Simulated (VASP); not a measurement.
# Cd (Fm-3m) in VASP: a series of runs

The runs below take Cd through single point, with PBE.

All numbers are computed with VASP 6.6.1; they aren't measurements. Logs are shortened: lines on timing, memory, paths and dates and some standing lists are left out, and cuts for length are marked.

## Step 1: The cell of the first run

Symmetry: Fm-3m, No. 225, cubic system. The conventional cell has a = 4.564 Å, b = 4.564 Å, c = 4.564 Å, α = 90.00°, β = 90.00°, γ = 90.00°. Within 4.2 Å of Cd (site symmetry m-3m) lie 12 Cd at 3.23 Å.

This isn't the form of Cd at room conditions, which is hcp.

## Step 2: Single point, PBE

INCAR reads:

```
PREC = Accurate
ENCUT = 520
EDIFF = 1E-7
ISMEAR = -1
SIGMA = 0.06122561905347299
LREAL = F
LASPH = T
NELM = 100
ALGO = Normal
ISIF = 2
LWAVE = F
LCHARG = T
GGA = PE
LELF = T
LVHAR = T
NBANDS = 12
```

KPOINTS reads:

```
Automatic mesh
0
Gamma
  14 14 14
```

POSCAR reads:

```
Cd
1.0
    0.0000000000      2.2819337634      2.2819337634
    2.2819337634      0.0000000000      2.2819337634
    2.2819337634      2.2819337634      0.0000000000
Cd
1
Direct
    0.0000000000      0.0000000000      0.0000000000
```

Potentials or basis: VASP PAW PBE potentials, release 64 (Cd).

Command:

```sh
> cat potpaw_PBE.64/Cd/POTCAR > POTCAR
> mpirun -np 1 vasp_std > vasp.out
```

OUTCAR:

```text
PREC = Accurate
   ENCUT = 520
   EDIFF = 1E-7
   ISMEAR = -1
   LREAL = F
   LASPH = T
   NELM = 100
   ISIF = 2
   GGA = PE

 ion  position               nearest neighbor table
   1  0.000  0.000  0.000-

  LATTYP: Found a face centered cubic cell.
 ALAT       =     4.5638675268

  Lattice vectors:

 A1 = (   0.0000000000,   2.2819337634,   2.2819337634)
 A2 = (   2.2819337634,   0.0000000000,   2.2819337634)
 A3 = (   2.2819337634,   2.2819337634,   0.0000000000)

Analysis of symmetry for initial positions (statically):
=====================================================================
 Subroutine PRICEL returns:
 Original cell was already a primitive cell.

 Routine SETGRP: Setting up the symmetry group for a
 face centered cubic supercell.

 Subroutine GETGRP returns: Found 48 space group operations
 (whereof 48 operations were pure point group operations)
 out of a pool of 48 trial point group operations.

The static configuration has the point symmetry O_h .

Analysis of symmetry for dynamics (positions and initial velocities):
=====================================================================
 Subroutine PRICEL returns:
 Original cell was already a primitive cell.

 Routine SETGRP: Setting up the symmetry group for a
 face centered cubic supercell.

 Subroutine GETGRP returns: Found 48 space group operations
 (whereof 48 operations were pure point group operations)
 out of a pool of 48 trial point group operations.

The dynamic configuration has the point symmetry O_h .

 Subroutine INISYM returns: Found 48 space group operations
 (whereof 48 operations are pure point group operations),
 and found     1 'primitive' translations

----------------------------------------------------------------------------------------

                                     Primitive cell

  volume of cell :      23.7651

  direct lattice vectors                    reciprocal lattice vectors
     0.000000000  2.281933763  2.281933763    -0.219112407  0.219112407  0.219112407
     2.281933763  0.000000000  2.281933763     0.219112407 -0.219112407  0.219112407
     2.281933763  2.281933763  0.000000000     0.219112407  0.219112407 -0.219112407

  length of vectors
     3.227141677  3.227141677  3.227141677     0.379513822  0.379513822  0.379513822

  position of ions in fractional coordinates (direct lattice)
     0.000000000  0.000000000  0.000000000

  ion indices of the primitive-cell ions
   primitive index   ion index
                 1           1

----------------------------------------------------------------------------------------

 KPOINTS: Automatic mesh

Automatic generation of k-mesh.
 Grid dimensions read from file:
 generate k-points for:   14   14   14

 Generating k-lattice:

  Cartesian coordinates                     Fractional coordinates (reciprocal lattice)
    -0.015650886  0.015650886  0.015650886     0.071428571  0.000000000  0.000000000
     0.015650886 -0.015650886  0.015650886     0.000000000  0.071428571  0.000000000
     0.015650886  0.015650886 -0.015650886     0.000000000  0.000000000  0.071428571

  Length of vectors
     0.027108130  0.027108130  0.027108130

  Shift w.r.t. Gamma in fractional coordinates (k-lattice)
     0.000000000  0.000000000  0.000000000

 Subroutine IBZKPT returns following result:
 ===========================================

 Found    104 irreducible k-points:

 Following reciprocal coordinates:
            Coordinates               Weight
  0.000000  0.000000  0.000000      1.000000
  0.071429  0.000000  0.000000      8.000000
  0.142857  0.000000  0.000000      8.000000
  0.214286  0.000000  0.000000      8.000000
  0.285714  0.000000  0.000000      8.000000
  0.357143  0.000000  0.000000      8.000000
[... 16 lines left out ...]
  0.214286  0.142857  0.000000     24.000000
  0.285714  0.142857  0.000000     24.000000
 [... further k-points ...]
   k-points           NKPTS =    104   k-points in BZ     NKDIM =    104   number of bands    NBANDS=     12
   number of dos      NEDOS =    301   number of ions     NIONS =      1
   total plane-waves  NPLWV =  13824
   dimension x,y,z NGX =    24 NGY =   24 NGZ =   24
   dimension x,y,z NGXF=    48 NGYF=   48 NGZF=   48
   ions per type =               1
   NGX,Y,Z   is equivalent  to a cutoff of  12.36, 12.36, 12.36 a.u.
   NGXF,Y,Z  is equivalent  to a cutoff of  24.73, 24.73, 24.73 a.u.
 SYSTEM =  unknown system
   PREC   = accura    normal or accurate (medium, high low for compatibility)
   ISTART =      0    job   : 0-new  1-cont  2-samecut
   ICHARG =      2    charge: 1-file 2-atom 10-const
   ISPIN  =      1    spin polarized calculation?
   LNONCOLLINEAR =      F non collinear calculations
   LSORBIT =      F    spin-orbit coupling
   LASPH  =      T    aspherical Exc in radial PAW
   ENCUT  =  520.0 eV  38.22 Ry    6.18 a.u.   6.00  6.00  6.00*2*pi/ulx,y,z
   NELM   =    100;   NELMIN=  2; NELMDL= -5     # of ELM steps
   EDIFF  = 0.1E-06   stopping-criterion for ELM
   LREAL  =      F    real-space projection
   EDIFFG = 0.1E-05   stopping-criterion for IOM
   NSW    =      0    number of steps for IOM
   IBRION =     -1    ionic relax: 0-MD 1-quasi-New 2-CG
   NFREE  =      0    steps in history (QN), initial steepest desc. (CG)
   ISIF   =      2    stress and relaxation
   ISYM   =      2    0-nonsym 1-usesym 2-fastsym
   POTIM  = 0.5000    time-step for ionic-motion
   TEBEG  =    0.0;   TEEND  =   0.0 temperature during run
   PSTRESS=    0.0 pullay stress
   NELECT =      12.0000    total number of electrons
   NUPDOWN=      -1.0000    fix difference up-down
   EMIN   =  10.00;   EMAX   =-10.00  energy-range for DOS
   EFERMI =   0.00;   METHOD = LEGACY
   ISMEAR =    -1;   SIGMA  =   0.06  broadening in eV -4-tet -1-fermi 0-gaus
   EFERMI_NEDOS =   21; number of points for ismear=-14 and -15
   IALGO  =     38    algorithm
   IMIX   =      4    mixing-type and parameters
     AMIX     =   0.40;   BMIX     =  1.00
     AMIX_MAG =   1.60;   BMIX_MAG =  1.00
  volume/ion in A,a.u.               =      23.77       160.37
  Fermi-wavevector in a.u.,A,eV,Ry     =   1.303634  2.463510 23.122565  1.699461
  Thomas-Fermi vector in A             =   2.434623
   LORBIT       =      0    0 simple, 1 ext, 2 COOP (PROOUT), +10 PAW based schemes
   GGA     = PE    functional components
   LHFCALC =     F    Hartree Fock is set to
   AEXX    =    0.0000 exact exchange contribution
   IVDW    =     0    specifies the selected vdW correction
   LEPSILON=     F    determine dielectric tensor
   LRPA    =     F    only Hartree local field effects (RPA)
 non-spin polarized calculation
  energy-cutoff  :      520.00
  volume of cell :       23.77
 maximum number of plane-waves:       652
   NGX = 13   NGY = 13   NGZ = 13

 number of electron      12.0000001 magnetization

 Free energy of the ion-electron system (eV)
  ---------------------------------------------------
  ext. energy  EPLUGINS =         0.00000000
  ---------------------------------------------------
  free energy    TOTEN  =        -0.74399985 eV

  energy without entropy =       -0.74148937  energy(sigma->0) =       -0.74274461

 E-fermi :   2.2091     XC(G=0): -10.5446

 val. band max:        2.1429223966   @ k =  -0.4286   0.4286   0.0000
 cond. band min:       2.2208661658   @ k =   0.5000   0.1429   0.0000
 fundamental gap:      0.0779437691
 Fermi energy:         2.2090644907

 k-point     1 :       0.0000    0.0000    0.0000
  band No.  band energies     occupation
      1      -6.6800      2.00000
      2      -6.6800      2.00000
      3      -6.6800      2.00000
      4      -6.3044      2.00000
      5      -6.3044      2.00000
      6      -5.9300      2.00000
      7      15.8349      0.00000
      8      16.3563      0.00000
      9      16.3563      0.00000
     10      16.3563      0.00000
     11      19.6154      0.00000
     12      19.6154      0.00000

 k-point     2 :       0.0714    0.0000    0.0000
  band No.  band energies     occupation
      1      -6.6905      2.00000
      2      -6.6621      2.00000
      3      -6.6621      2.00000
      4      -6.3083      2.00000
      5      -6.3083      2.00000
      6      -5.8055      2.00000
      7      14.5893      0.00000
      8      15.9548      0.00000
      9      16.1426      0.00000
     10      16.1426      0.00000
     11      19.9857      0.00000
     12      19.9857      0.00000

 k-point     3 :       0.1429    0.0000    0.0000
  band No.  band energies     occupation
      1      -6.7340      2.00000
      2      -6.6212      2.00000
      3      -6.6212      2.00000
      4      -6.3092      2.00000
      5      -6.3092      2.00000
      6      -5.4161      2.00000
      7      11.9989      0.00000
      8      15.6812      0.00000
      9      15.6812      0.00000
     10      15.9269      0.00000
     11      20.0072      0.00000
     12      20.8129      0.00000

 k-point     4 :       0.2143    0.0000    0.0000
  band No.  band energies     occupation
      1      -6.8109      2.00000
      2      -6.5949      2.00000
      3      -6.5949      2.00000
      4      -6.2752      2.00000
      5      -6.2752      2.00000
      6      -4.7505      2.00000
      7       9.3898      0.00000
      8      15.1819      0.00000
      9      15.1819      0.00000
     10      15.8073      0.00000
     11      19.6259      0.00000
     12      20.1085      0.00000

 k-point     5 :       0.2857    0.0000    0.0000
  band No.  band energies     occupation
      1      -6.9017      2.00000
      2      -6.6071      2.00000
      3      -6.6071      2.00000
      4      -6.1925      2.00000
      5      -6.1925      2.00000
      6      -3.8148      2.00000
      7       6.9032      0.00000
      8      14.7299      0.00000
      9      14.7299      0.00000
     10      15.5605      0.00000
     11      19.1312      0.00000
     12      19.1312      0.00000

 k-point     6 :       0.3571    0.0000    0.0000
  band No.  band energies     occupation
      1      -6.9845      2.00000
      2      -6.6380      2.00000
      3      -6.6380      2.00000
      4      -6.0948      2.00000
      5      -6.0948      2.00000
      6      -2.6194      2.00000
      7       4.5856      0.00000
      8      14.3652      0.00000
      9      14.3652      0.00000
     10      15.2700      0.00000
     11      18.4168      0.00000
     12      18.4168      0.00000

 k-point     7 :       0.4286    0.0000    0.0000
  band No.  band energies     occupation
      1      -7.0417      2.00000
      2      -6.6645      2.00000
      3      -6.6645      2.00000
      4      -6.0200      2.00000
      5      -6.0200      2.00000
      6      -1.1798      2.00000
      7       2.4677      0.02883
      8      14.1240      0.00000
      9      14.1240      0.00000
     10      15.0483      0.00000
     11      17.9909      0.00000
     12      17.9909      0.00000

 k-point     8 :       0.5000    0.0000    0.0000
  band No.  band energies     occupation
      1      -7.0620      2.00000
      2      -6.6746      2.00000
      3      -6.6746      2.00000
      4      -5.9924      2.00000
      5      -5.9924      2.00000
      6       0.2562      2.00000
      7       0.8049      2.00000
      8      14.0390      0.00000
      9      14.0390      0.00000
     10      14.9670      0.00000
     11      17.8502      0.00000
     12      17.8502      0.00000
[... 166 lines left out ...]
 k-point    20 :      -0.1429    0.0714    0.0000
  band No.  band energies     occupation
      1      -6.7480      2.00000
      2      -6.6069      2.00000
      3      -6.5914      2.00000
      4      -6.3538      2.00000
      5      -6.2803      2.00000
      6      -5.0994      2.00000
      7      11.2110      0.00000
      8      13.2388      0.00000
      9      16.6561      0.00000
     10      16.7788      0.00000
     11      18.8420      0.00000
     12      19.8121      0.00000

 k-point    21 :      -0.0714    0.0714    0.0000
  band No.  band energies     occupation
      1      -6.7074      2.00000
      2      -6.6385      2.00000
      3      -6.6342      2.00000
      4      -6.3350      2.00000
      5      -6.2965      2.00000
      6      -5.5885      2.00000
      7      13.8356      0.00000
      8      13.8481      0.00000
      9      16.4148      0.00000
     10      16.7521      0.00000
     11      19.5698      0.00000
     12      19.7594      0.00000

 k-point    22 :       0.1429    0.1429    0.0000
  band No.  band energies     occupation
      1      -6.7817      2.00000
      2      -6.5525      2.00000
      3      -6.5525      2.00000
      4      -6.4440      2.00000
      5      -6.2502      2.00000
      6      -5.2408      2.00000
      7      13.6613      0.00000
      8      13.6613      0.00000
      9      14.6608      0.00000
     10      14.7506      0.00000
     11      17.3916      0.00000
     12      22.0244      0.00000

 k-point    23 :       0.2143    0.1429    0.0000
  band No.  band energies     occupation
      1      -6.8236      2.00000
      2      -6.5220      2.00000
      3      -6.4968      2.00000
      4      -6.4906      2.00000
      5      -6.2154      2.00000
      6      -4.7531      2.00000
      7      11.4342      0.00000
      8      12.9172      0.00000
      9      14.2993      0.00000
     10      15.5814      0.00000
     11      15.9210      0.00000
     12      21.9795      0.00000

 k-point    24 :       0.2857    0.1429    0.0000
  band No.  band energies     occupation
      1      -6.8638      2.00000
      2      -6.5752      2.00000
      3      -6.4770      2.00000
      4      -6.4482      2.00000
      5      -6.1477      2.00000
      6      -3.9902      2.00000
      7       8.8973      0.00000
      8      12.3883      0.00000
      9      13.8639      0.00000
     10      14.4760      0.00000
     11      17.3104      0.00000
     12      21.5623      0.00000

 [... further k-points ...]
[... 5 lines left out ...]
  --------------------------------------------------------------------------------------
  -------------------------------------------------------------------------------------
  Total       -0.2139666     -0.2139666     -0.2139666      0.0000000      0.0000000     -0.0000000
  in kB      -14.4250544    -14.4250544    -14.4250544      0.0000000      0.0000000     -0.0000000
  external PRESSURE =     -14.4250544 kB  Pullay stress =       0.0000000 kB

 VOLUME and BASIS-vectors are now :
 -----------------------------------------------------------------------------
  energy-cutoff  :      520.00
  volume of cell :       23.77
      direct lattice vectors                 reciprocal lattice vectors
     0.000000000  2.281933763  2.281933763    -0.219112407  0.219112407  0.219112407
     2.281933763  0.000000000  2.281933763     0.219112407 -0.219112407  0.219112407
     2.281933763  2.281933763  0.000000000     0.219112407  0.219112407 -0.219112407

 POSITION                                       TOTAL-FORCE (eV/Angst)
 -----------------------------------------------------------------------------------
      0.00000      0.00000      0.00000         0.000000      0.000000      0.000000
 -----------------------------------------------------------------------------------
    total drift:                               -0.000000      0.000000      0.000000

  FREE ENERGIE OF THE ION-ELECTRON SYSTEM (eV)
  ---------------------------------------------------
  free  energy   TOTEN  =        -0.7439998479 eV

  energy  without entropy=       -0.7414893733  energy(sigma->0) =       -0.74274461
```

Wall time 16 s (1 thread of Intel Xeon 8259CL, shared host); peak memory 0.16 GiB.

Results:

| Quantity | Value |
| --- | --- |
| Free energy | -0.7440 eV |
| Pressure | -1.4 GPa |
| Band gap on the k mesh | zero (bands 6 and 7 overlap by 2.84 eV) |

## Step 3: Single point, PBE

INCAR reads:

```
SYSTEM = Cd
PREC     = Accurate       ! precision mode
ENCUT    = 520            ! plane-wave cutoff, eV
EDIFF    = 1E-6           ! SCF threshold, eV
ISMEAR   = -1             ! smearing method
SIGMA    = 0.06122561905347299 ! smearing width, eV
LREAL    = .FALSE.        ! projectors in reciprocal space
LASPH    = .TRUE.         ! aspherical terms in the spheres
NELM     = 100            ! most SCF steps
ALGO     = Normal         ! electronic algorithm
ISIF     = 2              ! what is computed and relaxed
LWAVE    = .FALSE.        ! write WAVECAR
LCHARG   = .FALSE.        ! write CHGCAR
GGA      = PE             ! functional
NBANDS   = 12             ! bands
```

KPOINTS reads:

```
regular mesh
0
G
  14 14 14
  0 0 0
```

POSCAR is that of step 2.

Potentials or basis: VASP PAW PBE potentials, release 64 (Cd).

Command:

```sh
> cat potpaw_PBE.64/Cd/POTCAR > POTCAR
> mpirun -np 1 vasp_std > vasp.out
```

Wall time 16 s (1 thread of Intel Xeon 8259CL, shared host); peak memory 0.15 GiB.

It converged, with:

- Free energy: -0.7440 eV
- Pressure: -1.4 GPa
- Band gap on the k mesh: zero (bands 6 and 7 overlap by 2.84 eV)

Levels at points of the mesh, in eV from the Fermi level:
| k point | band 3 | band 4 | band 5 | band 6 | band 7 | band 8 | band 9 | band 10 |
| --- | --- | --- | --- | --- | --- | --- | --- | --- |
| (0.00, 0.00, 0.00) | -8.89 | -8.51 | -8.51 | -8.14 | 13.63 | 14.15 | 14.15 | 14.15 |
| (0.50, 0.00, 0.00) | -8.88 | -8.20 | -8.20 | -1.95 | -1.40 | 11.83 | 11.83 | 12.76 |
| (0.50, 0.50, 0.00) | -8.22 | -8.12 | -8.12 | -0.55 | 1.12 | 6.54 | 6.54 | 10.44 |

## Step 4: Single point, PBE

This run uses another cell than the first one, of 24.22 Å³/atom.

INCAR reads:

```
PREC = Accurate ; ENCUT = 520
EDIFF = 1E-6 ; ISMEAR = -1
SIGMA = 0.06122561905347299 ; LREAL = False
LASPH = True ; NELM = 80
ALGO = Normal ; ISIF = 2
LWAVE = False ; LCHARG = False
GGA = PE ; NBANDS = 12
```

KPOINTS reads:

```
Automatic mesh
0
Gamma
  14 14 14
```

POSCAR reads:

```
Cd
1.0
    0.0000000000      2.2964687652      2.2964687652
    2.2964687652      0.0000000000      2.2964687652
    2.2964687652      2.2964687652      0.0000000000
Cd
1
Direct
    0.0000000000      0.0000000000      0.0000000000
```

Command:

```sh
> cat potpaw_PBE.64/Cd/POTCAR > POTCAR
> mpirun -np 1 vasp_std > vasp.out
```

It took 14 s on 1 thread of Intel Xeon 8259CL, shared host; peak memory 0.16 GiB.

The run converged. Its results:

```yaml
Free_energy: -0.7390 eV
Pressure: -2.1 GPa
Band_gap_on_the_k_mesh: zero (bands 6 and 7 overlap by 2.87 eV)
```

Levels at points of the mesh, in eV from the Fermi level:
```tsv
k point	band 2	band 3	band 4	band 5	band 6	band 7	band 8	band 9	band 10	band 11
(0.00, 0.00, 0.00)	-8.85	-8.85	-8.49	-8.49	-8.01	13.55	13.95	13.95	13.95	17.20
(0.50, 0.00, 0.00)	-8.85	-8.85	-8.19	-8.19	-1.89	-1.43	11.66	11.66	12.69	15.46
(0.50, 0.50, 0.00)	-9.28	-8.21	-8.11	-8.11	-0.51	1.05	6.47	6.47	10.29	10.40
```

The gap in the log of VASP goes by the Fermi energy; the results here count the filled bands.